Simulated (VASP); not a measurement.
# Cr (P6_3/mmc) in VASP: notebook, part 2 of 2

VASP 6.6.1. Earlier steps stand in the parts before.

### 3 Single point, PBE, collinear spin, ferromagnetic start (volume scaled by 0.6)

INCAR reads:

```
SYSTEM = Cr
  PREC = Accurate
  ENCUT = 520
  EDIFF = 1E-7
  ISMEAR = -1
  SIGMA = 0.08
  LREAL = .False.
  LASPH = .True.
  NELM = 150
  ALGO = Normal
  ISIF = 2
  LWAVE = .False.
  LCHARG = .True.
  ISPIN = 2
  MAGMOM = 2 2
  LORBIT = 11
  LMAXMIX = 4
  GGA = PE
  LELF = .True.
  LVHAR = .True.
  NBANDS = 23
```

KPOINTS reads:

```
regular mesh
0
Gamma
  19 19 10
  0 0 0
```

POSCAR reads:

```
Cr
1.0
    2.1695278548      0.0000000000      0.0000000000
   -1.0847639274      1.8788662365      0.0000000000
    0.0000000000      0.0000000000      3.5098436513
Cr
2
Direct
    0.3333333333      0.6666666667      0.2500000000
    0.6666666667      0.3333333333      0.7500000000
```

Potentials or basis: VASP PAW PBE potentials, release 64 (Cr_pv).

Launch:

```bash
$ cat potpaw_PBE.64/Cr_pv/POTCAR > POTCAR
$ mpirun -np 1 vasp_std > vasp.out
```

OUTCAR:

```text
SYSTEM = Cr
   PREC = Accurate
   ENCUT = 520
   EDIFF = 1E-7
   ISMEAR = -1
   LREAL = .False.
   LASPH = .True.
   NELM = 150
   ISIF = 2
   ISPIN = 2
   LORBIT = 11
   GGA = PE

 ion  position               nearest neighbor table
   1  0.333  0.667  0.250-   2 2.16   2 2.16   2 2.16   2 2.16   2 2.16   2 2.16   2 3.06   2 3.06
                             2 3.06   2 3.06   2 3.06   2 3.06
   2  0.667  0.333  0.750-   1 2.16   1 2.16   1 2.16   1 2.16   1 2.16   1 2.16   1 3.06   1 3.06
                             1 3.06   1 3.06   1 3.06   1 3.06

  LATTYP: Found a hexagonal cell.
 ALAT       =     2.1695278548
 C/A-ratio  =     1.6177914672

  Lattice vectors:

 A1 = (   2.1695278548,   0.0000000000,   0.0000000000)
 A2 = (  -1.0847639274,   1.8788662365,   0.0000000000)
 A3 = (   0.0000000000,   0.0000000000,   3.5098436513)

Analysis of symmetry for initial positions (statically):
=====================================================================
 Subroutine PRICEL returns:
 Original cell was already a primitive cell.

 Routine SETGRP: Setting up the symmetry group for a
 hexagonal supercell.

 Subroutine GETGRP returns: Found 24 space group operations
 (whereof 12 operations were pure point group operations)
 out of a pool of 24 trial point group operations.

The static configuration has the point symmetry D_3d.
 The point group associated with its full space group is D_6h.

Analysis of symmetry for dynamics (positions and initial velocities):
=====================================================================
 Subroutine PRICEL returns:
 Original cell was already a primitive cell.

 Routine SETGRP: Setting up the symmetry group for a
 hexagonal supercell.

 Subroutine GETGRP returns: Found 24 space group operations
 (whereof 12 operations were pure point group operations)
 out of a pool of 24 trial point group operations.

The dynamic configuration has the point symmetry D_3d.
 The point group associated with its full space group is D_6h.

Analysis of structural, dynamic, and magnetic symmetry:
=====================================================================
 Subroutine PRICEL returns:
[... 150 lines left out ...]

 Free energy of the ion-electron system (eV)
  ---------------------------------------------------
  ext. energy  EPLUGINS =         0.00000000
  ---------------------------------------------------
  free energy    TOTEN  =       -11.80213891 eV

  energy without entropy =      -11.75678047  energy(sigma->0) =      -11.77945969

 E-fermi :  19.1384     XC(G=0): -16.6617

 val. band max:       19.1371384006   @ k =   0.1579   0.1053   0.4000
 cond. band min:      19.1425735467   @ k =   0.3158   0.1579   0.0000
 fundamental gap:      0.0054351461
 Fermi energy:        19.1384196802

 spin component 1

 k-point     1 :       0.0000    0.0000    0.0000
  band No.  band energies     occupation
      1     -25.8584      1.00000
      2     -22.5076      1.00000
      3     -22.5076      1.00000
      4     -22.0453      1.00000
      5     -22.0453      1.00000
      6     -21.9883      1.00000
[... 613 lines left out ...]
     22      38.3817      0.00000
     23      41.0525      0.00000

 [... further k-points ...]

 spin component 2

 k-point     1 :       0.0000    0.0000    0.0000
  band No.  band energies     occupation
      1     -25.8584      1.00000
      2     -22.5076      1.00000
      3     -22.5076      1.00000
      4     -22.0452      1.00000
      5     -22.0452      1.00000
      6     -21.9883      1.00000
[... 613 lines left out ...]
     22      38.3817      0.00000
     23      41.0525      0.00000

 [... further k-points ...]
[... 5 lines left out ...]
  --------------------------------------------------------------------------------------
  -------------------------------------------------------------------------------------
  Total       29.2218725     29.2218725     29.2271466      0.0000000     -0.0000000      0.0000000
  in kB     3272.4254427   3272.4254428   3273.0160667      0.0000000     -0.0000000      0.0000000
  external PRESSURE =    3272.6223174 kB  Pullay stress =       0.0000000 kB

 VOLUME and BASIS-vectors are now :
 -----------------------------------------------------------------------------
  energy-cutoff  :      520.00
  volume of cell :       14.31
      direct lattice vectors                 reciprocal lattice vectors
     2.169527855  0.000000000  0.000000000     0.460929781  0.266117933  0.000000000
    -1.084763927  1.878866236  0.000000000     0.000000000  0.532235867  0.000000000
     0.000000000  0.000000000  3.509843651     0.000000000  0.000000000  0.284912976

 POSITION                                       TOTAL-FORCE (eV/Angst)
 -----------------------------------------------------------------------------------
     -0.00000      1.25258      0.87746        -0.000000      0.000000      0.000000
      1.08476      0.62629      2.63238         0.000000     -0.000000      0.000000
 -----------------------------------------------------------------------------------
    total drift:                               -0.000000      0.000000     -0.000000

  FREE ENERGIE OF THE ION-ELECTRON SYSTEM (eV)
  ---------------------------------------------------
  free  energy   TOTEN  =       -11.8021389139 eV

  energy  without entropy=      -11.7567804711  energy(sigma->0) =      -11.77945969

 total charge

# of ion       s       p       d       tot
------------------------------------------
    1        0.651   6.694   5.272  12.617
    2        0.651   6.694   5.272  12.617
--------------------------------------------------
tot          1.302  13.388  10.544  25.234

 magnetization (x)

# of ion       s       p       d       tot
------------------------------------------
    1       -0.000   0.000   0.000   0.000
    2       -0.000   0.000   0.000   0.000
--------------------------------------------------
tot         -0.000   0.000   0.000   0.000
```

OSZICAR:

```text
N       E                     dE             d eps       ncg     rms          rms(c)
DAV:   1     0.229695247838E+03    0.22970E+03   -0.12994E+04 22952   0.144E+03
DAV:   2    -0.469955273319E+01   -0.23439E+03   -0.22475E+03 23109   0.388E+02
DAV:   3    -0.117340413795E+02   -0.70345E+01   -0.69761E+01 25727   0.786E+01
DAV:   4    -0.117749910141E+02   -0.40950E-01   -0.40939E-01 23369   0.610E+00
DAV:   5    -0.117753308499E+02   -0.33984E-03   -0.33983E-03 25223   0.528E-01    0.370E+01
DAV:   6    -0.117936492551E+02   -0.18318E-01   -0.14526E+00 25223   0.149E+01    0.146E+01
DAV:   7    -0.117775561272E+02    0.16093E-01   -0.28003E-01 25181   0.570E+00    0.859E+00
DAV:   8    -0.118045927148E+02   -0.27037E-01   -0.13031E-02 23900   0.138E+00    0.237E+00
DAV:   9    -0.118013231199E+02    0.32696E-02   -0.11257E-02 24901   0.114E+00    0.815E-01
DAV:  10    -0.118021222379E+02   -0.79912E-03   -0.15342E-03 24404   0.431E-01    0.158E-01
DAV:  11    -0.118021613865E+02   -0.39149E-04   -0.37772E-05 23879   0.624E-02    0.600E-02
DAV:  12    -0.118021464181E+02    0.14968E-04   -0.85655E-06 24712   0.315E-02    0.110E-02
DAV:  13    -0.118021442464E+02    0.21717E-05   -0.43491E-07 23844   0.559E-03    0.716E-03
DAV:  14    -0.118021394158E+02    0.48306E-05   -0.99647E-08 14942   0.411E-03    0.307E-03
DAV:  15    -0.118021388686E+02    0.54715E-06   -0.37120E-08 11852   0.235E-03    0.578E-04
DAV:  16    -0.118021389139E+02   -0.45306E-07   -0.28586E-09 11579   0.621E-04
   1 F= -.11802139E+02 E0= -.11779460E+02  d E =-.453584E-01  mag=     0.0000
```

It took 95 s on 1 thread of Intel Xeon 6975P-C, shared host; peak memory 0.22 GiB.

What came out:

```
Free energy            : -11.8021 eV
Pressure               : 327.3 GPa
Band gap on the k mesh : zero (filled and empty bands overlap)
Net moment             : 0.00 μB per cell
```

Levels at points of the mesh, in eV from the Fermi level:
Spin up:
```tsv
k point	band 8	band 9	band 10	band 11	band 12	band 13	band 14	band 15	band 16	band 17
(0.00, 0.00, 0.00)	-6.65	-1.27	-1.27	-1.23	-0.21	-0.21	0.88	0.88	3.54	4.11
(0.00, 0.00, 0.50)	-5.88	-1.49	-1.49	-1.40	-1.40	-1.40	-1.40	3.35	3.35	3.35
```
Spin down:
```
           k point  band 8  band 9  band 10  band 11  band 12  band 13  band 14  band 15  band 16  band 17
(0.00, 0.00, 0.00)   -6.65   -1.27    -1.27    -1.23    -0.21    -0.21     0.88     0.88     3.54     4.11
(0.00, 0.00, 0.50)   -5.88   -1.49    -1.49    -1.40    -1.40    -1.40    -1.40     3.35     3.35     3.35
```

Caveat: the starting moments collapsed, and a magnetic state may lie lower.
